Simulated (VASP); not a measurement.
CoO: relaxation of cell and atoms with RPBE

CoO:

```
CELL_PARAMETERS angstrom
0.00000 2.13150 2.13150
2.13150 0.00000 2.13150
2.13150 2.13150 0.00000
ATOMIC_POSITIONS crystal
Co 0.00000 0.00000 0.00000
O 0.50000 0.50000 0.50000
```

| Property | Result |
| --- | --- |
| Program | VASP 6.6.1 |
| Task | relaxation of cell and atoms |
| Functional | RPBE |
| Potentials or basis | VASP PAW PBE potentials, release 64 (Co, O) |
| Cutoff | 600 eV |
| k mesh | 11 × 11 × 11 |
| Occupations | fermi-dirac, width 0.05 eV |
| Spin | collinear spin, ferromagnetic start |
| Starting moments | [2.0, 0.0] μB |
| Dipole correction | no |
| Further INCAR settings | ALGO = Normal; EDIFF = 1e-07; IBRION = 2; EDIFFG = -0.01; NSW = 60; ISIF = 3 |

| Quantity | Value |
| --- | --- |
| Relaxed volume | 9.89 Å³/atom |
| Relaxed cell | a = 3.036 Å, b = 3.036 Å, c = 3.036 Å, α = 60.00°, β = 60.00°, γ = 60.00° |
| Space group after relaxing (to 0.05 Å) | Fm-3m (No. 225) |
| Energy gained by relaxing | 2.3 meV/atom |
| Ionic steps | 3 |
| Pressure after relaxing | 0.0 GPa |
| Band gap on the k mesh | zero (filled and empty bands overlap) |
| Net moment | 2.96 μB per cell |
| Site moments | Co +2.61; O +0.31 μB |
| Valence electrons inside the program's atomic spheres | Co 7.75; O 4.98 |

Step by step:
| step | energy change (eV) | largest force (eV/Å) | pressure (GPa) | volume (Å³) |
| --- | --- | --- | --- | --- |
| 1 | 0.0000 | 0.0000 | 3.53 | 19.37 |
| 2 | -0.0037 | 0.0000 | -1.47 | 19.97 |
| 3 | -0.0045 | 0.0000 | 0.01 | 19.79 |

Final structure:
```xyz
2
Lattice="0.0000 2.1467 2.1467 2.1467 0.0000 2.1467 2.1467 2.1467 0.0000" Properties=species:S:1:pos:R:3 pbc="T T T"
Co    0.0000    0.0000    0.0000
O     2.1467    2.1467    2.1467
```

Levels at points of the mesh, in eV from the Fermi level:
Spin up:
| k point | band 7 | band 8 | band 9 | band 10 | band 11 | band 12 |
| --- | --- | --- | --- | --- | --- | --- |
| (0.00, 0.00, 0.00) | -2.99 | -2.99 | -2.99 | 0.95 | 16.89 | 18.02 |
Spin down:
```csv
k point,band 4,band 5,band 6,band 7,band 8,band 9
"(0.00, 0.00, 0.00)",-2.41,-1.04,-1.04,-1.04,0.19,0.19
```

It took 28 s on 1 thread of Intel(R) Xeon(R) 6975P-C (Granite Rapids), with other jobs on the host, peak memory 0.17 GiB.

Caveat: the PAW data sets were made with another functional, which shifts forces and pressure a little; a cell with one magnetic atom can't hold antiferromagnetic order, which such compounds often take; semilocal functionals often make such compounds metallic where correlation or magnetic order opens a gap, which also shifts bond lengths. Zero-point motion and thermal expansion aren't in these numbers.
